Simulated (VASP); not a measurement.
# AlGa3N4 (Pm) in VASP: further runs, part 2 of 2

VASP 6.6.1. The steps go on from the part before.

## Step 3: Single point, PBEsol (biaxial strain in the a-b plane: +3.0 %, then relaxed in part)

Contents of INCAR:

```
PREC     = Accurate       # precision mode
ENCUT    = 520            # plane-wave cutoff, eV
EDIFF    = 1E-7           # SCF threshold, eV
ISMEAR   = 0              # smearing method
SIGMA    = 0.02           # smearing width, eV
LREAL    = False          # projectors in reciprocal space
LASPH    = True           # aspherical terms in the spheres
NELM     = 60             # most SCF steps
ALGO     = Normal         # electronic algorithm
ISIF     = 2              # what is computed and relaxed
LWAVE    = False          # write WAVECAR
LCHARG   = True           # write CHGCAR
GGA      = PS             # functional
LELF     = True           # ELF
LVHAR    = True         
NBANDS   = 41             # bands
```

Contents of KPOINTS:

```
Automatic mesh
0
Gamma
  6 8 6
```

Contents of POSCAR:

```
AlGa3N4
1.0
    5.2966215765      0.0000000000     -0.0012973858
    0.0000000000      3.2599343440      0.0000000000
   -0.0048777068      0.0000000000      5.3796392672
Al Ga N
1 3 4
Direct
   -0.0008097276      0.5000000000      0.6682400936
    0.4974661668      0.5000000000      0.3335938992
    0.4976352792      0.0000000000      0.8301907404
    0.9979502656      0.0000000000      0.1676489260
    0.1215392287      0.5000000000      0.3356538685
    0.1189802002      0.0000000000      0.8217199658
    0.6219225915      0.0000000000      0.1710935788
    0.6329160057      0.5000000000      0.6718599276
```

Potentials or basis: VASP PAW PBE potentials, release 64 (Al, Ga_d, N).

Command:

```sh
cat potpaw_PBE.64/Al/POTCAR potpaw_PBE.64/Ga_d/POTCAR potpaw_PBE.64/N/POTCAR > POTCAR
mpirun -np 1 vasp_std > vasp.out
```

OUTCAR:

```text
PREC = Accurate
   ENCUT = 520
   EDIFF = 1E-7
   ISMEAR = 0
   LREAL = False
   LASPH = True
   NELM = 60
   ISIF = 2
   GGA = PS

 ion  position               nearest neighbor table
   1  0.999  0.500  0.668-   5 1.90   6 1.93   6 1.93   8 1.94   4 3.14   4 3.14
   2  0.497  0.500  0.334-   8 1.96   7 1.96   7 1.96   5 1.99
   3  0.498  0.000  0.830-   7 1.95   8 1.97   8 1.97   6 2.01
   4  0.998  0.000  0.168-   6 1.97   5 1.98   5 1.98   7 1.99   1 3.14   1 3.14
   5  0.122  0.500  0.336-   1 1.90   4 1.98   4 1.98   2 1.99
   6  0.119  0.000  0.822-   1 1.93   1 1.93   4 1.97   3 2.01
   7  0.622  0.000  0.171-   3 1.95   2 1.96   2 1.96   4 1.99
   8  0.633  0.500  0.672-   1 1.94   2 1.96   3 1.97   3 1.97

  LATTYP: Found a simple monoclinic cell.
 ALAT       =     5.2966217354
 B/A-ratio  =     0.6154742602
 C/A-ratio  =     1.0156740933
 COS(beta)  =    -0.0011516431

  Lattice vectors:

 A1 = (   5.2966215765,   0.0000000000,  -0.0012973858)
 A2 = (   0.0000000000,   3.2599343440,   0.0000000000)
 A3 = (  -0.0048777068,   0.0000000000,   5.3796392672)

Analysis of symmetry for initial positions (statically):
=====================================================================
 Subroutine PRICEL returns:
 Original cell was already a primitive cell.

 Routine SETGRP: Setting up the symmetry group for a
 simple monoclinic supercell.

 Subroutine GETGRP returns: Found  2 space group operations
 (whereof  2 operations were pure point group operations)
 out of a pool of  4 trial point group operations.

The static configuration has the point symmetry C_1h.

Analysis of symmetry for dynamics (positions and initial velocities):
=====================================================================
 Subroutine PRICEL returns:
 Original cell was already a primitive cell.

 Routine SETGRP: Setting up the symmetry group for a
 simple monoclinic supercell.

 Subroutine GETGRP returns: Found  2 space group operations
 (whereof  2 operations were pure point group operations)
 out of a pool of  4 trial point group operations.

The dynamic configuration has the point symmetry C_1h.

 Subroutine INISYM returns: Found  2 space group operations
 (whereof  2 operations are pure point group operations),
 and found     1 'primitive' translations

----------------------------------------------------------------------------------------

                                     Primitive cell

  volume of cell :      92.8883

  direct lattice vectors                    reciprocal lattice vectors
     5.296621576  0.000000000 -0.001297386     0.188799635  0.000000000  0.000171184
     0.000000000  3.259934344  0.000000000     0.000000000  0.306754644  0.000000000
    -0.004877707  0.000000000  5.379639267     0.000045532  0.000000000  0.185886111

  length of vectors
     5.296621735  3.259934344  5.379641479     0.188799713  0.306754644  0.185886117

  position of ions in fractional coordinates (direct lattice)
     0.999190272  0.500000000  0.668240094
     0.497466167  0.500000000  0.333593899
     0.497635279  0.000000000  0.830190740
     0.997950266  0.000000000  0.167648926
     0.121539229  0.500000000  0.335653869
[... 46 lines left out ...]
  0.500000  0.000000 -0.000000      1.000000
  0.000000  0.125000  0.000000      2.000000
  0.166667  0.125000 -0.000000      4.000000
[... 16 lines left out ...]
  0.333333  0.000000  0.166667      2.000000
  0.500000  0.000000  0.166667      2.000000
 [... further k-points ...]
   k-points           NKPTS =    100   k-points in BZ     NKDIM =    100   number of bands    NBANDS=     41
   number of dos      NEDOS =    301   number of ions     NIONS =      8
   total plane-waves  NPLWV =  38400
   dimension x,y,z NGX =    40 NGY =   24 NGZ =   40
   dimension x,y,z NGXF=    80 NGYF=   48 NGZF=   80
   ions per type =               1   3   4
   NGX,Y,Z   is equivalent  to a cutoff of  12.55, 12.24, 12.36 a.u.
   NGXF,Y,Z  is equivalent  to a cutoff of  25.11, 24.48, 24.72 a.u.
 SYSTEM =  unknown system
   PREC   = accura    normal or accurate (medium, high low for compatibility)
   ISTART =      0    job   : 0-new  1-cont  2-samecut
   ICHARG =      2    charge: 1-file 2-atom 10-const
   ISPIN  =      1    spin polarized calculation?
   LNONCOLLINEAR =      F non collinear calculations
   LSORBIT =      F    spin-orbit coupling
   LASPH  =      T    aspherical Exc in radial PAW
   ENCUT  =  520.0 eV  38.22 Ry    6.18 a.u.   9.85  6.06 10.00*2*pi/ulx,y,z
   NELM   =     60;   NELMIN=  2; NELMDL= -5     # of ELM steps
   EDIFF  = 0.1E-06   stopping-criterion for ELM
   LREAL  =      F    real-space projection
   EDIFFG = 0.1E-05   stopping-criterion for IOM
   NSW    =      0    number of steps for IOM
   IBRION =     -1    ionic relax: 0-MD 1-quasi-New 2-CG
   NFREE  =      0    steps in history (QN), initial steepest desc. (CG)
   ISIF   =      2    stress and relaxation
   ISYM   =      2    0-nonsym 1-usesym 2-fastsym
   POTIM  = 0.5000    time-step for ionic-motion
   TEBEG  =    0.0;   TEEND  =   0.0 temperature during run
   PSTRESS=    0.0 pullay stress
   NELECT =      62.0000    total number of electrons
   NUPDOWN=      -1.0000    fix difference up-down
   EMIN   =  10.00;   EMAX   =-10.00  energy-range for DOS
   EFERMI =   0.00;   METHOD = LEGACY
   ISMEAR =     0;   SIGMA  =   0.02  broadening in eV -4-tet -1-fermi 0-gaus
   EFERMI_NEDOS =   21; number of points for ismear=-14 and -15
   IALGO  =     38    algorithm
   IMIX   =      4    mixing-type and parameters
     AMIX     =   0.40;   BMIX     =  1.00
     AMIX_MAG =   1.60;   BMIX_MAG =  1.00
  volume/ion in A,a.u.               =      11.61        78.36
  Fermi-wavevector in a.u.,A,eV,Ry     =   1.430711  2.703651 27.850209  2.046933
  Thomas-Fermi vector in A             =   2.550526
   LORBIT       =      0    0 simple, 1 ext, 2 COOP (PROOUT), +10 PAW based schemes
   GGA     = PS    functional components
   LHFCALC =     F    Hartree Fock is set to
   AEXX    =    0.0000 exact exchange contribution
   IVDW    =     0    specifies the selected vdW correction
   LEPSILON=     F    determine dielectric tensor
   LRPA    =     F    only Hartree local field effects (RPA)
 non-spin polarized calculation
 Gauss-broadening in eV      SIGMA  =   0.02
  energy-cutoff  :      520.00
  volume of cell :       92.89
 maximum number of plane-waves:      2528
   NGX = 19   NGY = 13   NGZ = 21

 number of electron      62.0000014 magnetization

 Free energy of the ion-electron system (eV)
  ---------------------------------------------------
  ext. energy  EPLUGINS =         0.00000000
  ---------------------------------------------------
  free energy    TOTEN  =       -54.83685471 eV

  energy without entropy =      -54.83685471  energy(sigma->0) =      -54.83685471

 E-fermi :   5.2940     XC(G=0): -11.5303

 val. band max:        5.1550905380   @ k =   0.0000   0.0000   0.0000
 cond. band min:       7.0319300621   @ k =   0.0000   0.0000   0.0000
 fundamental gap:      1.8768395241
 Fermi energy:         5.2940324620

 k-point     1 :       0.0000    0.0000    0.0000
  band No.  band energies     occupation
      1     -10.4919      2.00000
      2      -9.6696      2.00000
      3      -9.4680      2.00000
      4      -9.2243      2.00000
      5      -8.2360      2.00000
      6      -8.2178      2.00000
[... 1045 lines left out ...]
     40      14.8105      0.00000
     41      15.2222      0.00000

 [... further k-points ...]

------------------------ aborting loop because EDIFF is reached ----------------------------------------

  FORCE on cell =-STRESS in cart. coord.  units (eV):
  Direction    XX          YY          ZZ          XY          YZ          ZX
  --------------------------------------------------------------------------------------
  -------------------------------------------------------------------------------------
  Total       -6.9002501     -5.9069236     -0.0597255      0.0000000      0.0000000     -0.0055601
  in kB     -119.0185231   -101.8851940     -1.0301715      0.0000000      0.0000000     -0.0959036
  external PRESSURE =     -73.9779629 kB  Pullay stress =       0.0000000 kB

 VOLUME and BASIS-vectors are now :
 -----------------------------------------------------------------------------
  energy-cutoff  :      520.00
  volume of cell :       92.89
      direct lattice vectors                 reciprocal lattice vectors
     5.296621576  0.000000000 -0.001297386     0.188799635  0.000000000  0.000171184
     0.000000000  3.259934344  0.000000000     0.000000000  0.306754644  0.000000000
    -0.004877707  0.000000000  5.379639267     0.000045532  0.000000000  0.185886111

 POSITION                                       TOTAL-FORCE (eV/Angst)
 -----------------------------------------------------------------------------------
      5.28907      1.62997      3.59359        -0.003243      0.000000      0.004768
      2.63326      1.62997      1.79397         0.004519      0.000000      0.001762
      2.63174      0.00000      4.46548         0.006855      0.000000      0.002744
      5.28495      0.00000      0.90060        -0.000378      0.000000     -0.002370
      0.64211      1.62997      1.80554        -0.000835      0.000000     -0.007397
      0.62618      0.00000      4.42040         0.001724      0.000000      0.003623
      3.29325      0.00000      0.91961        -0.005038      0.000000     -0.002139
      3.34904      1.62997      3.61354        -0.003605      0.000000     -0.000990
 -----------------------------------------------------------------------------------
    total drift:                               -0.000547     -0.000000     -0.000019

  FREE ENERGIE OF THE ION-ELECTRON SYSTEM (eV)
  ---------------------------------------------------
  free  energy   TOTEN  =       -54.8368547072 eV

  energy  without entropy=      -54.8368547072  energy(sigma->0) =      -54.83685471
```

It took 2.3 min on 1 thread of Intel Xeon 6975P-C (Granite Rapids), shared host; peak memory 0.4 GiB.

Results:

| Property | Result |
| --- | --- |
| Free energy | -54.8369 eV |
| Pressure | -7.4 GPa |
| Largest force | 0.007 eV/Å |
| Band gap on the k mesh | 1.88 eV |

Forces in eV/Å, atoms in the order of the input:
```
Al  -0.003  0.000  0.005
Ga   0.005  0.000  0.002
Ga   0.007  0.000  0.003
Ga   0.000  0.000 -0.002
N   -0.001  0.000 -0.007
N    0.002  0.000  0.004
N   -0.005  0.000 -0.002
N   -0.004  0.000 -0.001
```

Stress tensor (GPa, compression positive):
```
-11.90   0.00  -0.01
  0.00 -10.19   0.00
 -0.01   0.00  -0.10
```

Levels at points of the mesh, in eV from the valence-band top:
| k point | band 29 | band 30 | band 31 | band 32 | band 33 | band 34 |
| --- | --- | --- | --- | --- | --- | --- |
| (0.00, 0.00, 0.00) | -0.33 | -0.23 | 0.00 | 1.88 | 4.28 | 4.59 |
| (0.50, 0.00, 0.00) | -0.60 | -0.58 | -0.26 | 3.93 | 4.01 | 4.17 |
| (0.00, 0.50, 0.00) | -2.08 | -1.94 | -1.87 | 5.31 | 5.33 | 6.29 |
| (0.50, 0.50, 0.00) | -1.68 | -1.67 | -1.65 | 5.22 | 5.47 | 5.53 |
| (0.00, 0.00, 0.50) | -0.89 | -0.69 | -0.66 | 4.03 | 4.18 | 5.52 |
| (0.50, 0.00, 0.50) | -1.45 | -1.42 | -1.38 | 4.84 | 4.88 | 4.98 |
| (0.00, 0.50, 0.50) | -2.26 | -0.94 | -0.82 | 4.99 | 5.14 | 5.43 |
| (0.50, 0.50, 0.50) | -1.65 | -1.62 | -1.60 | 3.99 | 4.06 | 4.14 |

Caveat: the cell differs from its parent crystal (biaxial strain in the a-b plane: +3.0 %, then relaxed in part); the stress differs along the axes, from -12 to -0 GPa; the PAW data sets were made with another functional, which shifts forces and pressure a little.

## Step 4: Single point, PBEsol

This run uses another cell than the first one, of 10.63 Å³/atom.

Contents of INCAR:

```
SYSTEM = AlGa3N4
ALGO     = Normal         ! electronic algorithm
EDIFF    = 1E-7           ! SCF threshold, eV
ENCUT    = 520            ! plane-wave cutoff, eV
GGA      = PS             ! functional
ISIF     = 2              ! what is computed and relaxed
ISMEAR   = 0              ! smearing method
LASPH    = .True.         ! aspherical terms in the spheres
LCHARG   = .False.        ! write CHGCAR
LREAL    = .False.        ! projectors in reciprocal space
LWAVE    = .False.        ! write WAVECAR
NBANDS   = 41             ! bands
NELM     = 60             ! most SCF steps
PREC     = Accurate       ! precision mode
SIGMA    = 0.02           ! smearing width, eV
```

Contents of KPOINTS:

```
k-points
0
Gamma
  6 8 6
  0 0 0
```

Contents of POSCAR:

```
AlGa3N4
1.0
    5.0610639981      0.0000000000     -0.0001017825
    0.0000000000      3.1158981205      0.0000000000
   -0.0037648523      0.0000000000      5.3923938097
Al Ga N
1 3 4
Direct
    0.0008365476      0.5000000000      0.6674544469
    0.4990614184      0.5000000000      0.3350421835
    0.4989329496      0.0000000000      0.8314000904
    0.9997893270      0.0000000000      0.1660964361
    0.1195612267      0.5000000000      0.3401087041
    0.1176070506      0.0000000000      0.8263590175
    0.6203394495      0.0000000000      0.1661598777
    0.6314720406      0.5000000000      0.6673802440
```

Command:

```sh
cat potpaw_PBE.64/Al/POTCAR potpaw_PBE.64/Ga_d/POTCAR potpaw_PBE.64/N/POTCAR > POTCAR
mpirun -np 1 vasp_std > vasp.out
```

It took 5.7 min on 1 thread of Intel Xeon Platinum 8124M at 3.00GHz (Skylake/Cascade Lake), shared host; peak memory 0.38 GiB.

Results (log left out):

```yaml
Free_energy: -54.9040 eV
Pressure: 9.9 GPa
Largest_force: 0.016 eV/Å
Band_gap_on_the_k_mesh: 2.71 eV
```

Forces on the atoms (eV/Å):
```
Al  -0.001  0.000  0.003
Ga   0.001  0.000  0.000
Ga  -0.002  0.000  0.001
Ga  -0.004  0.000 -0.001
N    0.008  0.000 -0.014
N    0.011  0.000  0.011
N    0.000  0.000 -0.001
N   -0.013  0.000  0.002
```

Levels at points of the mesh, in eV from the valence-band top:
```
           k point  band 27  band 28  band 29  band 30  band 31  band 32  band 33  band 34  band 35  band 36
(0.00, 0.00, 0.00)    -1.10    -0.91    -0.10    -0.03     0.00     2.71     4.93     5.31     5.86     6.68
(0.50, 0.00, 0.00)    -1.75    -0.78    -0.72    -0.37    -0.37     4.55     4.69     4.89     5.27     8.00
(0.00, 0.50, 0.00)    -3.63    -2.22    -2.17    -1.94    -1.90     5.58     5.61     7.27     7.36     8.00
(0.50, 0.50, 0.00)    -3.42    -1.79    -1.56    -1.51    -1.50     5.91     6.07     6.17     6.40     8.11
(0.00, 0.00, 0.50)    -1.93    -0.83    -0.65    -0.62    -0.35     4.87     5.01     6.41     6.68     7.60
(0.50, 0.00, 0.50)    -1.98    -1.67    -1.25    -1.20    -1.15     5.52     5.60     5.69     6.00     7.77
(0.00, 0.50, 0.50)    -2.76    -2.37    -2.28    -1.04    -0.91     4.96     5.27     5.75     5.93     6.18
(0.50, 0.50, 0.50)    -1.94    -1.86    -1.84    -1.74    -1.72     4.46     4.53     4.63     5.00     7.46
```

Caveat: the cell stands under pressure; the PAW data sets were made with another functional, which shifts forces and pressure a little. A k mesh can miss the band edges.

## Step 5: Overview

| cell | gap on the mesh (eV) | pressure (GPa) | largest force (eV/Å) |
| --- | --- | --- | --- |
| a = 5.219, b = 3.212, c = 5.429 Å, 8 atoms, atomic positions A | 2.17 | -3.8 | 0.27 |
| a = 5.297, b = 3.260, c = 5.380 Å, angles 90.0, 90.1, 90.0°, 8 atoms, atomic positions B | 1.88 | -7.4 | 0.01 |
| a = 5.061, b = 3.116, c = 5.392 Å, 8 atoms, atomic positions C | 2.71 | 9.9 | 0.02 |

Alike in all rows: task single point; level PBEsol; potentials or basis VASP PAW PBE potentials, release 64 (Al, Ga_d, N); no spin polarisation; k mesh 6 × 8 × 6; cutoff (eV) 520; smearing gaussian 0.02 eV.

Caveats: the PAW data sets were made with another functional, which shifts forces and pressure a little; the stress differs along the axes, from -7 to 1 GPa (at least some runs); the stress differs along the axes, from -12 to -0 GPa (at least some runs); the cell stands under pressure (at least some runs).

Total energies depend on the potentials used, so only differences within one code and one set of settings carry meaning.
